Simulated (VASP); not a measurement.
Crystal: C.

```
C
1.0
     2.52210    0.00000    0.00000
    -1.26105    2.18420    0.00000
     0.00000    0.00000   12.35570
C
12
Direct
  0.66667 0.33333 0.35417
  0.33333 0.66667 0.85417
  0.66667 0.33333 0.14583
  0.33333 0.66667 0.64583
  0.66667 0.33333 0.47917
  0.33333 0.66667 0.97917
  0.66667 0.33333 0.02083
  0.33333 0.66667 0.52083
  0.00000 0.00000 0.81250
  0.00000 0.00000 0.31250
  0.00000 0.00000 0.68750
  0.00000 0.00000 0.18750
```

- Program: VASP 6.6.1
- Task: relaxation of cell and atoms
- Functional: PBEsol
- Potentials or basis: VASP PAW PBE potentials, release 64 (C)
- Cutoff: 600 eV
- k mesh: 12 × 12 × 3
- Occupations: fermi-dirac, width 0.05 eV
- Spin: no spin polarisation

At the start: pressure -4.1 GPa; volume 5.67 Å³/atom.

Task: Where does the relaxation end?

Result: Over 7 steps the energy falls by 2.2 meV/atom and the volume is 5.62 Å³/atom (-0.9 %); space group P6_3/mmc (No. 194, to 0.05 Å).

The path:
```csv
step,energy change (eV),largest force (eV/Å),pressure (GPa),volume (Å³)
1,0.0000,0.3394,-4.10,68.06
2,0.0062,0.4362,5.52,66.64
3,-0.0262,0.0978,0.26,67.39
4,-0.0252,0.1478,-0.03,67.43
5,-0.0269,0.0252,0.15,67.40
6,-0.0269,0.0145,-0.13,67.45
7,-0.0269,0.0014,-0.02,67.43
```

Final structure:
```cif
data_structure
_symmetry_space_group_name_H-M 'P 1'
_symmetry_Int_Tables_number 1
_cell_length_a 2.5086
_cell_length_b 2.5086
_cell_length_c 12.3724
_cell_angle_alpha 90.000
_cell_angle_beta 90.000
_cell_angle_gamma 120.000
_cell_volume 67.43
loop_
_atom_site_label
_atom_site_type_symbol
_atom_site_fract_x
_atom_site_fract_y
_atom_site_fract_z
_atom_site_occupancy
C1 C 0.66667 0.33333 0.35492 1
C2 C 0.33333 0.66667 0.85492 1
C3 C 0.66667 0.33333 0.14508 1
C4 C 0.33333 0.66667 0.64508 1
C5 C 0.66667 0.33333 0.47923 1
C6 C 0.33333 0.66667 0.97923 1
C7 C 0.66667 0.33333 0.02077 1
C8 C 0.33333 0.66667 0.52077 1
C9 C 0.00000 0.00000 0.81313 1
C10 C 0.00000 0.00000 0.31313 1
C11 C 0.00000 0.00000 0.68687 1
C12 C 0.00000 0.00000 0.18687 1
```

Caveat: the PAW data sets were made with another functional, which shifts forces and pressure a little.
